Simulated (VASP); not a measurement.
# KLi2H6 (P1) in VASP: single point with PBE

Aim: the single point of KLi2H6 with PBE.

All numbers are computed with VASP 6.6.1; they aren't measurements. Logs are shortened: lines on timing, memory, paths and dates and some standing lists are left out, and cuts for length are marked.

## Step 1: The cell of the first run

The typed cell holds 9 atoms: a = 5.414 Å, b = 5.449 Å, c = 8.789 Å, α = 90.59°, β = 90.37°, γ = 118.95°.

## Step 2: Single point, PBE

Input file INCAR:

```
SYSTEM = KLi2H6
PREC = Accurate
ENCUT = 520
EDIFF = 1E-6
ISMEAR = 0
SIGMA = 0.1
LREAL = .False.
LASPH = .True.
NELM = 100
ALGO = Normal
ISIF = 2
LWAVE = .False.
LCHARG = .False.
GGA = PE
NBANDS = 20
```

Input file KPOINTS:

```
regular mesh
0
Gamma
  4 4 2
  0 0 0
```

Input file POSCAR:

```
KLi2H6
1.0
    5.4137396074      0.0000000000      0.0000000000
   -2.6372779299      4.7682236918      0.0000000000
   -0.0572784807     -0.1350886034      8.7878477723
K Li H
1 2 6
Direct
    0.9931269664      0.0092713368      0.6295431063
    0.3207700242      0.6712648477      0.3830939377
    0.6547671009      0.3335868631      0.3786350340
    0.3379355060      0.1749215600      0.9600742956
    0.8071353511      0.6274560127      0.9310548374
    0.8256282436      0.1574952092      0.9805341347
    0.7642748395      0.6968892550      0.9943135309
    0.9589617875      0.2861436255      0.9542506348
    0.3374001809      0.0429712902      0.9301282687
```

Potentials or basis: VASP PAW PBE potentials, release 64 (K_sv, Li_sv, H).

On the command line:

```sh
$ cat potpaw_PBE.64/K_sv/POTCAR potpaw_PBE.64/Li_sv/POTCAR potpaw_PBE.64/H/POTCAR > POTCAR
$ mpirun -np 1 vasp_std > vasp.out
```

OUTCAR:

```text
SYSTEM = KLi2H6
   PREC = Accurate
   ENCUT = 520
   EDIFF = 1E-6
   ISMEAR = 0
   LREAL = .False.
   LASPH = .True.
   NELM = 100
   ISIF = 2
   GGA = PE

 ion  position               nearest neighbor table
   1  0.993  0.009  0.630-
   2  0.321  0.671  0.383-
   3  0.655  0.334  0.379-
   4  0.338  0.175  0.960-   9 0.76
   5  0.807  0.627  0.931-   7 0.77
   6  0.826  0.157  0.981-   8 0.76
   7  0.764  0.697  0.994-   5 0.77
   8  0.959  0.286  0.954-   6 0.76
   9  0.337  0.043  0.930-   4 0.76

  LATTYP: Found a triclinic cell.
 ALAT       =     5.5176713042
 B/A-ratio  =     0.9811638477
 C/A-ratio  =     1.5928952950
 COS(alpha) =     0.0065170107
 COS(beta)  =     0.0165617206
 COS(gamma) =     0.5031944682

  Lattice vectors:

 A1 = (   2.7764616775,   4.7682236918,   0.0000000000)
 A2 = (   5.4137396074,   0.0000000000,   0.0000000000)
 A3 = (   0.0572784807,   0.1350886034,  -8.7878477723)

Analysis of symmetry for initial positions (statically):
=====================================================================
 Subroutine PRICEL returns:
 Original cell was already a primitive cell.

 Routine SETGRP: Setting up the symmetry group for a
 triclinic supercell.

 Subroutine GETGRP returns: Found  1 space group operations
 (whereof  1 operations were pure point group operations)
 out of a pool of  2 trial point group operations.

The static configuration has the point symmetry C_1 .

Analysis of symmetry for dynamics (positions and initial velocities):
=====================================================================
 Subroutine PRICEL returns:
 Original cell was already a primitive cell.

 Routine SETGRP: Setting up the symmetry group for a
 triclinic supercell.

 Subroutine GETGRP returns: Found  1 space group operations
 (whereof  1 operations were pure point group operations)
 out of a pool of  2 trial point group operations.

The dynamic configuration has the point symmetry C_1 .

 Subroutine INISYM returns: Found  1 space group operations
 (whereof  1 operations are pure point group operations),
 and found     1 'primitive' translations

----------------------------------------------------------------------------------------

                                     Primitive cell

  volume of cell :     226.8488

  direct lattice vectors                    reciprocal lattice vectors
     5.413739607  0.000000000  0.000000000     0.184715201  0.102164947  0.002774459
    -2.637277930  4.768223692  0.000000000     0.000000000  0.209721704  0.003223885
    -0.057278481 -0.135088603  8.787847772     0.000000000  0.000000000  0.113793505

  length of vectors
     5.413739607  5.448962475  8.789072660     0.211104428  0.209746482  0.113793505

  position of ions in fractional coordinates (direct lattice)
     0.993126966  0.009271337  0.629543106
     0.320770024  0.671264848  0.383093938
     0.654767101  0.333586863  0.378635034
     0.337935506  0.174921560  0.960074296
     0.807135351  0.627456013  0.931054837
     0.825628244  0.157495209  0.980534135
     0.764274839  0.696889255  0.994313531
     0.958961788  0.286143626  0.954250635
     0.337400181  0.042971290  0.930128269

  ion indices of the primitive-cell ions
   primitive index   ion index
                 1           1
                 2           2
                 3           3
                 4           4
                 5           5
                 6           6
                 7           7
                 8           8
                 9           9

----------------------------------------------------------------------------------------

 KPOINTS: regular mesh

Automatic generation of k-mesh.
 Grid dimensions read from file:
 generate k-points for:    4    4    2

 Generating k-lattice:

  Cartesian coordinates                     Fractional coordinates (reciprocal lattice)
     0.046178800  0.025541237  0.000693615     0.250000000  0.000000000 -0.000000000
     0.000000000  0.052430426  0.000805971     0.000000000  0.250000000  0.000000000
     0.000000000  0.000000000  0.056896753     0.000000000  0.000000000  0.500000000

  Length of vectors
     0.052776107  0.052436621  0.056896753

  Shift w.r.t. Gamma in fractional coordinates (k-lattice)
     0.000000000  0.000000000  0.000000000

 Subroutine IBZKPT returns following result:
 ===========================================

 Found     20 irreducible k-points:

 Following reciprocal coordinates:
            Coordinates               Weight
  0.000000  0.000000  0.000000      1.000000
  0.250000 -0.000000  0.000000      2.000000
  0.500000 -0.000000  0.000000      1.000000
  0.000000  0.250000  0.000000      2.000000
  0.250000  0.250000 -0.000000      2.000000
  0.500000  0.250000  0.000000      2.000000
[... 12 lines left out ...]
  0.250000  0.500000  0.500000      2.000000
  0.500000  0.500000  0.500000      1.000000
   k-points           NKPTS =     20   k-points in BZ     NKDIM =     20   number of bands    NBANDS=     20
   number of dos      NEDOS =    301   number of ions     NIONS =      9
   total plane-waves  NPLWV = 117600
   dimension x,y,z NGX =    40 NGY =   42 NGZ =   70
   dimension x,y,z NGXF=    80 NGYF=   84 NGZF=  140
   ions per type =               1   2   6
   NGX,Y,Z   is equivalent  to a cutoff of  12.28, 12.81, 13.24 a.u.
   NGXF,Y,Z  is equivalent  to a cutoff of  24.57, 25.63, 26.48 a.u.
 SYSTEM =  KLi2H6
   PREC   = accura    normal or accurate (medium, high low for compatibility)
   ISTART =      0    job   : 0-new  1-cont  2-samecut
   ICHARG =      2    charge: 1-file 2-atom 10-const
   ISPIN  =      1    spin polarized calculation?
   LNONCOLLINEAR =      F non collinear calculations
   LSORBIT =      F    spin-orbit coupling
   LASPH  =      T    aspherical Exc in radial PAW
   ENCUT  =  520.0 eV  38.22 Ry    6.18 a.u.  10.07 10.13 16.34*2*pi/ulx,y,z
   NELM   =    100;   NELMIN=  2; NELMDL= -5     # of ELM steps
   EDIFF  = 0.1E-05   stopping-criterion for ELM
   LREAL  =      F    real-space projection
   EDIFFG = 0.1E-04   stopping-criterion for IOM
   NSW    =      0    number of steps for IOM
   IBRION =     -1    ionic relax: 0-MD 1-quasi-New 2-CG
   NFREE  =      0    steps in history (QN), initial steepest desc. (CG)
   ISIF   =      2    stress and relaxation
   ISYM   =      2    0-nonsym 1-usesym 2-fastsym
   POTIM  = 0.5000    time-step for ionic-motion
   TEBEG  =    0.0;   TEEND  =   0.0 temperature during run
   PSTRESS=    0.0 pullay stress
   NELECT =      21.0000    total number of electrons
   NUPDOWN=      -1.0000    fix difference up-down
   EMIN   =  10.00;   EMAX   =-10.00  energy-range for DOS
   EFERMI =   0.00;   METHOD = LEGACY
   ISMEAR =     0;   SIGMA  =   0.10  broadening in eV -4-tet -1-fermi 0-gaus
   EFERMI_NEDOS =   21; number of points for ismear=-14 and -15
   IALGO  =     38    algorithm
   IMIX   =      4    mixing-type and parameters
     AMIX     =   0.40;   BMIX     =  1.00
     AMIX_MAG =   1.60;   BMIX_MAG =  1.00
  volume/ion in A,a.u.               =      25.21       170.09
  Fermi-wavevector in a.u.,A,eV,Ry     =   0.740575  1.399484  7.462135  0.548451
  Thomas-Fermi vector in A             =   1.835010
   LORBIT       =      0    0 simple, 1 ext, 2 COOP (PROOUT), +10 PAW based schemes
   GGA     = PE    functional components
   LHFCALC =     F    Hartree Fock is set to
   AEXX    =    0.0000 exact exchange contribution
   IVDW    =     0    specifies the selected vdW correction
   LEPSILON=     F    determine dielectric tensor
   LRPA    =     F    only Hartree local field effects (RPA)
 non-spin polarized calculation
 Gauss-broadening in eV      SIGMA  =   0.10
  energy-cutoff  :      520.00
  volume of cell :      226.85
 maximum number of plane-waves:      6130
   NGX = 21   NGY = 21   NGZ = 33

 number of electron      20.9999999 magnetization

 Free energy of the ion-electron system (eV)
  ---------------------------------------------------
  ext. energy  EPLUGINS =         0.00000000
  ---------------------------------------------------
  free energy    TOTEN  =       -23.92706725 eV

  energy without entropy =      -23.90007293  energy(sigma->0) =      -23.91357009

 E-fermi :  -0.5339     XC(G=0):  -5.3884

 val. band max:       -0.5886747233   @ k =  -0.2500   0.2500  -0.0000
 cond. band min:      -0.5120029305   @ k =   0.2500   0.5000   0.0000
 fundamental gap:      0.0766717929
 Fermi energy:        -0.5339229591

 k-point     1 :       0.0000    0.0000    0.0000
  band No.  band energies     occupation
      1     -48.3776      2.00000
      2     -48.3630      2.00000
      3     -32.6229      2.00000
      4     -16.1171      2.00000
      5     -16.1007      2.00000
      6     -16.0988      2.00000
[... 12 lines left out ...]
     19       3.0132      0.00000
     20       3.6067      0.00000

 k-point     2 :       0.2500   -0.0000    0.0000
  band No.  band energies     occupation
      1     -48.3773      2.00000
      2     -48.3633      2.00000
      3     -32.6228      2.00000
      4     -16.1164      2.00000
      5     -16.1057      2.00000
      6     -16.1004      2.00000
[... 12 lines left out ...]
     19       3.6819      0.00000
     20       3.9399      0.00000
[... 373 lines left out ...]
      3     -32.6226      2.00000
      4     -16.1156      2.00000
      5     -16.1086      2.00000
      6     -16.1043      2.00000
[... 12 lines left out ...]
     19       3.3413      0.00000
     20       3.9980      0.00000

 k-point    20 :       0.5000    0.5000    0.5000
  band No.  band energies     occupation
      1     -48.3770      2.00000
      2     -48.3636      2.00000
      3     -32.6226      2.00000
      4     -16.1155      2.00000
      5     -16.1116      2.00000
      6     -16.1020      2.00000
[... 12 lines left out ...]
     19       3.4582      0.00000
     20       3.9363      0.00000

------------------------ aborting loop because EDIFF is reached ----------------------------------------

  FORCE on cell =-STRESS in cart. coord.  units (eV):
  Direction    XX          YY          ZZ          XY          YZ          ZX
  --------------------------------------------------------------------------------------
  -------------------------------------------------------------------------------------
  Total       -0.4794942     -0.6921181     -0.1705351      0.0637530     -0.1097460      0.2576771
  in kB       -3.3865495     -4.8882601     -1.2044473      0.4502719     -0.7751093      1.8199102
  external PRESSURE =      -3.1597523 kB  Pullay stress =       0.0000000 kB

 VOLUME and BASIS-vectors are now :
 -----------------------------------------------------------------------------
  energy-cutoff  :      520.00
  volume of cell :      226.85
      direct lattice vectors                 reciprocal lattice vectors
     5.413739607  0.000000000  0.000000000     0.184715201  0.102164947  0.002774459
    -2.637277930  4.768223692  0.000000000     0.000000000  0.209721704  0.003223885
    -0.057278481 -0.135088603  8.787847772     0.000000000  0.000000000  0.113793505

 POSITION                                       TOTAL-FORCE (eV/Angst)
 -----------------------------------------------------------------------------------
      5.31602     -0.04084      5.53233        -0.011270      0.008205      0.083333
     -0.05569      3.14899      3.36657         0.006661     -0.002869     -0.037896
      2.64329      1.53947      3.32739        -0.006787      0.005617     -0.043650
      1.31319      0.70437      8.43699         0.177882     -0.303904     -0.067498
      2.66152      2.86608      8.18197        -0.272484      0.159350      0.216482
      3.99821      0.61851      8.61678         0.206915      0.311588     -0.067015
      2.24274      3.18860      8.73788         0.236300     -0.172630     -0.223082
      4.38227      1.23549      8.38581        -0.187986     -0.278042      0.064613
      1.65999      0.07925      8.17383        -0.149232      0.272685      0.074712
 -----------------------------------------------------------------------------------
    total drift:                               -0.000283     -0.000036      0.001037

  FREE ENERGIE OF THE ION-ELECTRON SYSTEM (eV)
  ---------------------------------------------------
  free  energy   TOTEN  =       -23.9270672482 eV

  energy  without entropy=      -23.9000729308  energy(sigma->0) =      -23.91357009
```

Run time: 97 s. Hardware: 1 thread of Intel Xeon Platinum 8488C (Sapphire Rapids), shared host; peak memory 0.36 GiB.

Results:

```yaml
Free_energy: -23.9271 eV
Largest_force: 0.383 eV/Å
Band_gap_on_the_k_mesh: zero (an odd number of electrons rules out a gap without spin polarisation)
```

Forces on the atoms (eV/Å):
```
K   -0.011  0.008  0.083
Li   0.007 -0.003 -0.038
Li  -0.007  0.006 -0.044
H    0.178 -0.304 -0.067
H   -0.272  0.159  0.216
H    0.207  0.312 -0.067
H    0.236 -0.173 -0.223
H   -0.188 -0.278  0.065
H   -0.149  0.273  0.075
```

Levels at points of the mesh, in eV from the Fermi level:
```
           k point  band 7  band 8  band 9  band 10  band 11  band 12  band 13  band 14
(0.00, 0.00, 0.00)   -9.21   -7.49   -7.38    -2.14    -0.48     1.87     2.03     2.63
(0.50, 0.00, 0.00)   -8.66   -8.18   -7.44    -0.82    -0.71     0.88     1.17     1.25
(0.00, 0.50, 0.00)   -8.71   -8.07   -7.51    -0.84    -0.73     0.95     1.24     1.28
(0.50, 0.50, 0.00)   -8.59   -8.19   -7.54    -0.78    -0.68     0.99     1.14     1.30
(0.00, 0.00, 0.50)   -9.21   -7.49   -7.38    -2.26     0.04     1.54     1.96     2.09
(0.50, 0.00, 0.50)   -8.66   -8.18   -7.44    -0.86    -0.80     0.90     1.24     1.61
(0.00, 0.50, 0.50)   -8.71   -8.07   -7.51    -0.87    -0.81     0.82     1.30     1.59
(0.50, 0.50, 0.50)   -8.58   -8.18   -7.54    -0.81    -0.76     0.96     1.14     1.62
```

Caveat: the cutoff is under 1.25 times the usual one of these potentials, so pressure, stress and relaxed cells hold a basis-set (Pulay) error.

The gap in the log of VASP goes by the Fermi energy; the results here count the filled bands.